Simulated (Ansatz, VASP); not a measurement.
**One calculation of GaAs, two programs**

File INCAR:

```
PREC = Accurate
ENCUT = 520
EDIFF = 1E-6
ISMEAR = -1
SIGMA = 0.05
LREAL = F
LASPH = T
NELM = 100
ALGO = Normal
ISIF = 2
LWAVE = F
LCHARG = F
GGA = PE
NBANDS = 16
```

KPOINTS

```
regular mesh
0
Gamma
  9 9 8
```

The input POSCAR:

```
GaAs
1.0
    3.6064012100      0.0000000000      0.0000000000
   -1.8032006000      3.1232350600      0.0000000000
    0.0000000000      0.0000000000      3.5731941600
Ga As
1 1
Direct
    0.3333333300      0.6666666700      0.5000000000
    0.0000000000      0.0000000000      0.0000000000
```

Contents of input.yaml:

```yaml
crystal:
  lattice:
    - [3.60640121, 0.0, 0.0]
    - [-1.8032006, 3.12323506, 0.0]
    - [0.0, 0.0, 3.57319416]
  atoms:
    - { symbol: Ga, position: [0.33333333, 0.66666667, 0.5] }
    - { symbol: As, position: [0.0, 0.0, 0.0] }
hamiltonian:
  xc: pbe
  pseudopotentials: { kind: paw }
kpoints:
  mp_grid: { grid: [9, 9, 8] }
  band_path:
    path:
      - [[0.0, 0.0, 0.0], [0.5, 0.0, 0.0], [0.3333333333, 0.3333333333, 0.0], [0.0, 0.0, 0.0], [0.0, 0.0, 0.5], [0.5, 0.0, 0.5], [0.3333333333, 0.3333333333, 0.5], [0.0, 0.0, 0.5]]
      - [[0.5, 0.0, 0.5], [0.5, 0.0, 0.0]]
      - [[0.3333333333, 0.3333333333, 0.0], [0.3333333333, 0.3333333333, 0.5]]
    npoints: 14
scf:
  occupations: { method: fermi_dirac, width: 0.05 }
  n_extra_bands: 6
output:
  forces: true
  stress: true
  eigenvalues: true
  fatbands: false
```

Alike in both runs: functional PBE; k mesh 9 × 9 × 8; occupations fermi-dirac, width 0.05 eV; no spin polarisation.

```csv
,VASP,Ansatz
version,VASP 6.6.1,Ansatz 0.2.0
potentials or method,"VASP PAW PBE potentials, release 64 (Ga_d, As)",Ansatz PAW
plane-wave cutoff (eV),520,420
valence electrons in the cell,18,28
task,single point,band structure
```

```csv
,VASP,Ansatz,Ansatz less VASP
gap on the k mesh at the Fermi level (eV),none,none,-
pressure (GPa),-0.1,-0.5,-0.40
"traceless stress, the component that is largest in VASP (GPa)",-2.57,-2.64,-0.076
```

A gap of «none» marks a metal or a gap that the smearing closes. VASP's potentials hold 18 valence electrons a cell and Ansatz's 28, so a difference there can come from the potentials and not from the codes.
